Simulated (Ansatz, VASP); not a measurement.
## One calculation of MoS2, two programs

```
Mo S
1.0
     0.00000    2.99595    2.99595
     2.99595    0.00000    2.99595
     2.99595    2.99595    0.00000
Mo S
1 2
Direct
  0.00000 0.00000 0.00000
  0.25000 0.25000 0.25000
  0.75000 0.75000 0.75000
```

Alike in both runs: task single point; functional LDA; k mesh 6 × 6 × 6; occupations gaussian, width 0.05 eV; collinear spin; Hubbard terms Mo d U = 3.0 eV, J = 0.7 eV.

|  | VASP | Ansatz |
| --- | --- | --- |
| version | VASP 6.6.1 | Ansatz 0.2.0 |
| potentials or method | VASP PAW LDA potentials, release 64 (Mo_sv, S), cutoff 500 eV | scalar-relativistic, plane waves, PAW |
| valence electrons in the cell | 26 | 26 |

```tsv
	VASP	Ansatz	Ansatz less VASP
gap on the k mesh at the Fermi level (eV)	none	none	-
pressure (GPa)	-7.6	-7.4	+0.21
net moment per atom (μB)	0.62	0.66	+0.033
size of the moment on the site where the two differ most (μB)	1.63	1.45	-0.180
```

LDA's correlation is that of Perdew and Zunger in VASP and of Perdew and Wang (1992) in Ansatz. Site moments also hang on the region over which each program counts them. The programs project onto different local orbitals, so the same U acts differently, and such runs can settle in different states. A gap of «none» marks a metal or a gap that the smearing closes. Ansatz's warnings: filled band counts differ across k points.
